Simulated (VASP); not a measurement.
# B (Im-3m) in VASP: a series of runs, part 2 of 3

VASP 6.6.1. Earlier steps stand in the parts before.

### 3 Single point, PBE

This run uses another cell than the first one, of 6.15 Å³/atom, 1.042 times its volume.

Input file INCAR:

```
ALGO = Normal
EDIFF = 1E-6
ENCUT = 520
GGA = PE
ISIF = 2
ISMEAR = -1
LASPH = True
LCHARG = False
LREAL = False
LWAVE = False
NBANDS = 8
NELM = 100
PREC = Accurate
SIGMA = 0.1
```

Input file KPOINTS:

```
k-points
0
Gamma
  21 21 21
```

Input file POSCAR:

```
B
1.0
   -1.1539685228      1.1539685228      1.1539685228
    1.1539685228     -1.1539685228      1.1539685228
    1.1539685228      1.1539685228     -1.1539685228
B
1
Direct
    0.0000000000      0.0000000000      0.0000000000
```

Potentials or basis: VASP PAW PBE potentials, release 64 (B).

Run with:

```bash
cat potpaw_PBE.64/B/POTCAR > POTCAR
mpirun -np 1 vasp_std > vasp.out
```

OUTCAR:

```text
EDIFF = 1E-6
   ENCUT = 520
   GGA = PE
   ISIF = 2
   ISMEAR = -1
   LASPH = True
   LREAL = False
   NELM = 100
   PREC = Accurate

 ion  position               nearest neighbor table
   1  0.000  0.000  0.000-

  LATTYP: Found a body centered cubic cell.
 ALAT       =     2.3079370456

  Lattice vectors:

 A1 = (  -1.1539685228,   1.1539685228,   1.1539685228)
 A2 = (   1.1539685228,  -1.1539685228,   1.1539685228)
 A3 = (   1.1539685228,   1.1539685228,  -1.1539685228)

Analysis of symmetry for initial positions (statically):
=====================================================================
 Subroutine PRICEL returns:
 Original cell was already a primitive cell.

 Routine SETGRP: Setting up the symmetry group for a
 body centered cubic supercell.

 Subroutine GETGRP returns: Found 48 space group operations
 (whereof 48 operations were pure point group operations)
 out of a pool of 48 trial point group operations.

The static configuration has the point symmetry O_h .

Analysis of symmetry for dynamics (positions and initial velocities):
[... 157 lines left out ...]

 val. band max:        9.9686613986   @ k =  -0.3333   0.4762   0.1905
 cond. band min:      10.0361648193   @ k =  -0.3810   0.4762   0.2857
 fundamental gap:      0.0675034207
 Fermi energy:         9.9814057366

 k-point     1 :       0.0000    0.0000    0.0000
  band No.  band energies     occupation
      1      -8.6454      2.00000
      2      25.5127      0.00000
      3      25.5127      0.00000
      4      25.5127      0.00000
      5      43.7712      0.00000
      6      43.7712      0.00000
      7      43.7712      0.00000
      8      47.6031      0.00000
[... 243 lines left out ...]
 k-point    24 :       0.1905    0.0952    0.0000
  band No.  band energies     occupation
      1      -5.7785      2.00000
      2      17.7962      0.00000
      3      20.3431      0.00000
      4      23.2456      0.00000
      5      36.2453      0.00000
      6      36.7150      0.00000
      7      44.7624      0.00000
      8      50.9370      0.00000

 [... further k-points ...]

------------------------ aborting loop because EDIFF is reached ----------------------------------------

  FORCE on cell =-STRESS in cart. coord.  units (eV):
  Direction    XX          YY          ZZ          XY          YZ          ZX
  --------------------------------------------------------------------------------------
  -------------------------------------------------------------------------------------
  Total       -0.0085479     -0.0085479     -0.0085479     -0.0000000      0.0000000     -0.0000000
  in kB       -2.2280663     -2.2280663     -2.2280663     -0.0000000      0.0000000     -0.0000000
  external PRESSURE =      -2.2280663 kB  Pullay stress =       0.0000000 kB

 VOLUME and BASIS-vectors are now :
 -----------------------------------------------------------------------------
  energy-cutoff  :      520.00
  volume of cell :        6.15
      direct lattice vectors                 reciprocal lattice vectors
    -1.153968523  1.153968523  1.153968523     0.000000000  0.433287382  0.433287382
     1.153968523 -1.153968523  1.153968523     0.433287382  0.000000000  0.433287382
     1.153968523  1.153968523 -1.153968523     0.433287382  0.433287382  0.000000000

 POSITION                                       TOTAL-FORCE (eV/Angst)
 -----------------------------------------------------------------------------------
      0.00000      0.00000      0.00000        -0.000000      0.000000     -0.000000
 -----------------------------------------------------------------------------------
    total drift:                               -0.000000     -0.000000      0.000000

  FREE ENERGIE OF THE ION-ELECTRON SYSTEM (eV)
  ---------------------------------------------------
  free  energy   TOTEN  =        -4.9941083488 eV

  energy  without entropy=       -4.9864016276  energy(sigma->0) =       -4.99025499
```

stdout:

```text
POSCAR found type information on POSCAR B
 POSCAR found :  1 types and       1 ions
 scaLAPACK will be used
 LDA part: xc-table for (Slater+PW92), standard interpolation
 POSCAR, INCAR and KPOINTS ok, starting setup
 FFT: planning ... GRIDC
 FFT: planning ... GRID_SOFT
 FFT: planning ... GRID
 WAVECAR not read
 entering main loop
```

Wall time 7.5 s (1 thread of Intel Xeon Platinum 8259CL at 2.50GHz (Skylake/Cascade Lake), shared host); peak memory 0.12 GiB.

Results:

* Free energy: -4.9941 eV
* Pressure: -0.2 GPa

Levels at points of the mesh, in eV from the Fermi level:
```tsv
k point	band 1	band 2	band 3	band 4
(0.00, 0.00, 0.00)	-18.63	15.53	15.53	15.53
```

### 4 Single point, PBE (volume scaled by 1.04)

Input file INCAR:

```
SYSTEM = B
  PREC = Accurate
  ENCUT = 520
  EDIFF = 1E-6
  ISMEAR = -1
  SIGMA = 0.1
  LREAL = .False.
  LASPH = .True.
  NELM = 100
  ALGO = Normal
  ISIF = 2
  LWAVE = .False.
  LCHARG = .False.
  GGA = PE
  NBANDS = 8
```

Input file KPOINTS:

```
Automatic mesh
0
Gamma
  21 21 21
  0 0 0
```

Input file POSCAR:

```
B
1.0
   -1.1691540606      1.1691540606      1.1691540606
    1.1691540606     -1.1691540606      1.1691540606
    1.1691540606      1.1691540606     -1.1691540606
B
1
Direct
    0.0000000000      0.0000000000      0.0000000000
```

Potentials or basis: VASP PAW PBE potentials, release 64 (B).

Run with:

```bash
cat potpaw_PBE.64/B/POTCAR > POTCAR
mpirun -np 1 vasp_std > vasp.out
```

OUTCAR:

```text
SYSTEM = B
   PREC = Accurate
   ENCUT = 520
   EDIFF = 1E-6
   ISMEAR = -1
   LREAL = .False.
   LASPH = .True.
   NELM = 100
   ISIF = 2
   GGA = PE

 ion  position               nearest neighbor table
   1  0.000  0.000  0.000-

  LATTYP: Found a body centered cubic cell.
 ALAT       =     2.3383081212

  Lattice vectors:

 A1 = (  -1.1691540606,   1.1691540606,   1.1691540606)
 A2 = (   1.1691540606,  -1.1691540606,   1.1691540606)
 A3 = (   1.1691540606,   1.1691540606,  -1.1691540606)

Analysis of symmetry for initial positions (statically):
=====================================================================
 Subroutine PRICEL returns:
 Original cell was already a primitive cell.

 Routine SETGRP: Setting up the symmetry group for a
 body centered cubic supercell.

 Subroutine GETGRP returns: Found 48 space group operations
 (whereof 48 operations were pure point group operations)
 out of a pool of 48 trial point group operations.

The static configuration has the point symmetry O_h .

Analysis of symmetry for dynamics (positions and initial velocities):
=====================================================================
 Subroutine PRICEL returns:
 Original cell was already a primitive cell.

 Routine SETGRP: Setting up the symmetry group for a
 body centered cubic supercell.

 Subroutine GETGRP returns: Found 48 space group operations
 (whereof 48 operations were pure point group operations)
 out of a pool of 48 trial point group operations.

The dynamic configuration has the point symmetry O_h .

 Subroutine INISYM returns: Found 48 space group operations
 (whereof 48 operations are pure point group operations),
 and found     1 'primitive' translations

----------------------------------------------------------------------------------------

                                     Primitive cell

  volume of cell :       6.3926

  direct lattice vectors                    reciprocal lattice vectors
    -1.169154061  1.169154061  1.169154061     0.000000000  0.427659636  0.427659636
     1.169154061 -1.169154061  1.169154061     0.427659636  0.000000000  0.427659636
     1.169154061  1.169154061 -1.169154061     0.427659636  0.427659636  0.000000000

  length of vectors
     2.025034235  2.025034235  2.025034235     0.604802057  0.604802057  0.604802057

  position of ions in fractional coordinates (direct lattice)
     0.000000000  0.000000000  0.000000000

  ion indices of the primitive-cell ions
   primitive index   ion index
                 1           1

----------------------------------------------------------------------------------------

 KPOINTS: Automatic mesh

Automatic generation of k-mesh.
 Grid dimensions read from file:
 generate k-points for:   21   21   21

 Generating k-lattice:

  Cartesian coordinates                     Fractional coordinates (reciprocal lattice)
     0.000000000  0.020364745  0.020364745     0.047619048  0.000000000  0.000000000
     0.020364745  0.000000000  0.020364745     0.000000000  0.047619048  0.000000000
     0.020364745  0.020364745  0.000000000     0.000000000  0.000000000  0.047619048

  Length of vectors
     0.028800098  0.028800098  0.028800098

  Shift w.r.t. Gamma in fractional coordinates (k-lattice)
     0.000000000  0.000000000  0.000000000

 Subroutine IBZKPT returns following result:
 ===========================================

 Found    286 irreducible k-points:

 Following reciprocal coordinates:
            Coordinates               Weight
  0.000000  0.000000  0.000000      1.000000
  0.047619  0.000000  0.000000     12.000000
  0.095238  0.000000  0.000000     12.000000
  0.142857  0.000000  0.000000     12.000000
  0.190476  0.000000  0.000000     12.000000
  0.238095  0.000000  0.000000     12.000000
[... 16 lines left out ...]
  0.142857  0.095238 -0.000000     48.000000
  0.190476  0.095238 -0.000000     48.000000
 [... further k-points ...]
   k-points           NKPTS =    286   k-points in BZ     NKDIM =    286   number of bands    NBANDS=      8
   number of dos      NEDOS =    301   number of ions     NIONS =      1
   total plane-waves  NPLWV =   4096
   dimension x,y,z NGX =    16 NGY =   16 NGZ =   16
   dimension x,y,z NGXF=    32 NGYF=   32 NGZF=   32
   ions per type =               1
   NGX,Y,Z   is equivalent  to a cutoff of  13.14, 13.14, 13.14 a.u.
   NGXF,Y,Z  is equivalent  to a cutoff of  26.27, 26.27, 26.27 a.u.
 SYSTEM =  B
   PREC   = accura    normal or accurate (medium, high low for compatibility)
   ISTART =      0    job   : 0-new  1-cont  2-samecut
   ICHARG =      2    charge: 1-file 2-atom 10-const
   ISPIN  =      1    spin polarized calculation?
   LNONCOLLINEAR =      F non collinear calculations
   LSORBIT =      F    spin-orbit coupling
   LASPH  =      T    aspherical Exc in radial PAW
   ENCUT  =  520.0 eV  38.22 Ry    6.18 a.u.   3.77  3.77  3.77*2*pi/ulx,y,z
   NELM   =    100;   NELMIN=  2; NELMDL= -5     # of ELM steps
   EDIFF  = 0.1E-05   stopping-criterion for ELM
   LREAL  =      F    real-space projection
   EDIFFG = 0.1E-04   stopping-criterion for IOM
   NSW    =      0    number of steps for IOM
   IBRION =     -1    ionic relax: 0-MD 1-quasi-New 2-CG
   NFREE  =      0    steps in history (QN), initial steepest desc. (CG)
   ISIF   =      2    stress and relaxation
   ISYM   =      2    0-nonsym 1-usesym 2-fastsym
   POTIM  = 0.5000    time-step for ionic-motion
   TEBEG  =    0.0;   TEEND  =   0.0 temperature during run
   PSTRESS=    0.0 pullay stress
   NELECT =       3.0000    total number of electrons
   NUPDOWN=      -1.0000    fix difference up-down
   EMIN   =  10.00;   EMAX   =-10.00  energy-range for DOS
   EFERMI =   0.00;   METHOD = LEGACY
   ISMEAR =    -1;   SIGMA  =   0.10  broadening in eV -4-tet -1-fermi 0-gaus
   EFERMI_NEDOS =   21; number of points for ismear=-14 and -15
   IALGO  =     38    algorithm
   IMIX   =      4    mixing-type and parameters
     AMIX     =   0.40;   BMIX     =  1.00
     AMIX_MAG =   1.60;   BMIX_MAG =  1.00
  volume/ion in A,a.u.               =       6.39        43.14
  Fermi-wavevector in a.u.,A,eV,Ry     =   1.272204  2.404117 22.021079  1.618504
  Thomas-Fermi vector in A             =   2.405095
   LORBIT       =      0    0 simple, 1 ext, 2 COOP (PROOUT), +10 PAW based schemes
   GGA     = PE    functional components
   LHFCALC =     F    Hartree Fock is set to
   AEXX    =    0.0000 exact exchange contribution
   IVDW    =     0    specifies the selected vdW correction
   LEPSILON=     F    determine dielectric tensor
   LRPA    =     F    only Hartree local field effects (RPA)
 non-spin polarized calculation
  energy-cutoff  :      520.00
  volume of cell :        6.39
 maximum number of plane-waves:       180
   NGX =  7   NGY =  7   NGZ =  7

 number of electron       3.0000000 magnetization

 Free energy of the ion-electron system (eV)
  ---------------------------------------------------
  ext. energy  EPLUGINS =         0.00000000
  ---------------------------------------------------
  free energy    TOTEN  =        -4.98756503 eV

  energy without entropy =       -4.97888498  energy(sigma->0) =       -4.98322500

 E-fermi :   9.4948     XC(G=0): -12.6917

 val. band max:        9.4845023243   @ k =   0.3333   0.3333   0.0000
 cond. band min:       9.4973527199   @ k =  -0.4762   0.4762   0.4762
 fundamental gap:      0.0128503956
 Fermi energy:         9.4948449302

 k-point     1 :       0.0000    0.0000    0.0000
  band No.  band energies     occupation
      1      -8.6570      2.00000
      2      24.4963      0.00000
      3      24.4963      0.00000
      4      24.4963      0.00000
      5      42.5529      0.00000
      6      42.5529      0.00000
      7      42.5529      0.00000
      8      46.3226      0.00000
[... 243 lines left out ...]
 k-point    24 :       0.1905    0.0952   -0.0000
  band No.  band energies     occupation
      1      -5.8472      2.00000
      2      17.0572      0.00000
      3      19.5322      0.00000
      4      22.3450      0.00000
      5      35.1568      0.00000
      6      35.6545      0.00000
      7      43.5255      0.00000
      8      49.5212      0.00000

 [... further k-points ...]

------------------------ aborting loop because EDIFF is reached ----------------------------------------

  FORCE on cell =-STRESS in cart. coord.  units (eV):
  Direction    XX          YY          ZZ          XY          YZ          ZX
  --------------------------------------------------------------------------------------
  -------------------------------------------------------------------------------------
  Total       -0.3306956     -0.3306956     -0.3306956      0.0000000      0.0000000      0.0000000
  in kB      -82.8826793    -82.8826793    -82.8826793      0.0000000      0.0000000      0.0000000
  external PRESSURE =     -82.8826793 kB  Pullay stress =       0.0000000 kB

 VOLUME and BASIS-vectors are now :
 -----------------------------------------------------------------------------
  energy-cutoff  :      520.00
  volume of cell :        6.39
      direct lattice vectors                 reciprocal lattice vectors
    -1.169154061  1.169154061  1.169154061     0.000000000  0.427659636  0.427659636
     1.169154061 -1.169154061  1.169154061     0.427659636  0.000000000  0.427659636
     1.169154061  1.169154061 -1.169154061     0.427659636  0.427659636  0.000000000

 POSITION                                       TOTAL-FORCE (eV/Angst)
 -----------------------------------------------------------------------------------
      0.00000      0.00000      0.00000         0.000000     -0.000000      0.000000
 -----------------------------------------------------------------------------------
    total drift:                               -0.000000      0.000000     -0.000000

  FREE ENERGIE OF THE ION-ELECTRON SYSTEM (eV)
  ---------------------------------------------------
  free  energy   TOTEN  =        -4.9875650250 eV

  energy  without entropy=       -4.9788849810  energy(sigma->0) =       -4.98322500
```

OSZICAR:

```text
N       E                     dE             d eps       ncg     rms          rms(c)
DAV:   1    -0.310694868789E+01   -0.31069E+01   -0.15363E+03  5072   0.299E+02
DAV:   2    -0.499113001442E+01   -0.18842E+01   -0.17961E+01  6176   0.330E+01
DAV:   3    -0.499334838724E+01   -0.22184E-02   -0.22182E-02  5088   0.121E+00
DAV:   4    -0.499334847377E+01   -0.86534E-07   -0.85809E-07  6424   0.704E-03
DAV:   5    -0.499334847322E+01    0.55107E-09   -0.30900E-11  5096   0.269E-05    0.142E+00
DAV:   6    -0.498965577808E+01    0.36927E-02   -0.13552E-04  5272   0.105E-01    0.848E-01
DAV:   7    -0.498756335947E+01    0.20924E-02   -0.42492E-04  4976   0.189E-01    0.293E-02
DAV:   8    -0.498756530338E+01   -0.19439E-05   -0.37506E-07  5512   0.491E-03    0.581E-03
DAV:   9    -0.498756502503E+01    0.27835E-06   -0.10421E-07  2752   0.302E-03
   1 F= -.49875650E+01 E0= -.49832250E+01  d E =-.868004E-02
```

stdout:

```text
POSCAR found type information on POSCAR B
 POSCAR found :  1 types and       1 ions
 scaLAPACK will be used
 LDA part: xc-table for (Slater+PW92), standard interpolation
 POSCAR, INCAR and KPOINTS ok, starting setup
 FFT: planning ... GRIDC
 FFT: planning ... GRID_SOFT
 FFT: planning ... GRID
 WAVECAR not read
 entering main loop
```

Wall time 7.8 s (1 thread of Intel Xeon Platinum 8259CL at 2.50GHz (Skylake/Cascade Lake), shared host); peak memory 0.11 GiB.

What came out:

```
Free energy : -4.9876 eV
Pressure    : -8.3 GPa
```

Levels at points of the mesh, in eV from the Fermi level:
| k point | band 1 | band 2 | band 3 | band 4 |
| --- | --- | --- | --- | --- |
| (0.00, 0.00, 0.00) | -18.15 | 15.00 | 15.00 | 15.00 |

Caveat: the cell differs from its parent crystal (volume scaled by 1.04).

(Part 2 of 3 ends here.)
